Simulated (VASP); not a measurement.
Runs of VASP 6.6.1 on BaTa3O2. The structure is that of space group P6/mmm (No. 191), or close to it. The cells are those of the table. The cell was built from a structure type or drawn by symmetry, and may not be a known phase.

```csv
task,spin,cell,k mesh,cutoff (eV),gap on the mesh (eV),pressure (GPa)
single point,collinear,"a = 6.890, b = 6.890, c = 2.959 Å, angles 90.0, 90.0, 120.0°, 6 atoms",3 × 3 × 6,520,none,0.4
single point,off,"a = 6.879, b = 6.879, c = 3.000 Å, angles 90.0, 90.0, 120.0°, 6 atoms",6 × 6 × 12,520,none,(a)
single point,off,"a = 6.840, b = 6.840, c = 3.107 Å, angles 90.0, 90.0, 120.0°, 6 atoms",6 × 6 × 4,520,none,0.7
relaxation of cell and atoms,off,"relaxed from a = 6.840, b = 6.840, c = 3.107 Å, angles 90.0, 90.0, 120.0°, 6 atoms",3 × 3 × 6,600,none,0.1
single point,off,"a = 6.890, b = 6.890, c = 2.959 Å, angles 90.0, 90.0, 120.0°, 6 atoms",3 × 3 × 6,520,none,0.4
single point,off,"a = 5.226, b = 5.226, c = 5.380 Å, angles 90.0, 90.0, 120.0°, 6 atoms",6 × 6 × 4,520,none,157.8
```

Alike in all rows: level PBE; potentials or basis VASP PAW PBE potentials, release 64 (Ba_sv, Ta_pv, O); smearing gaussian 0.1 eV.

Problem. Estimate the missing entries.

Solution. (a) 0.6.

Caveats: some runs use coarse meshes; spin-orbit coupling is left out, which moves the levels of the heavy elements; an odd number of electrons without spin polarisation forces a metal (at least some runs); a magnetic or distorted state may lie lower (at least some runs); atoms lie so close that the PAW spheres overlap strongly, which falsifies energies and pressures (at least some runs); the cell stands under pressure (at least some runs).

A k mesh can miss the band edges, and the runs leave out spin-orbit coupling on Ba, Ta.

A gap of «none» marks levels without a gap at the run's occupations.
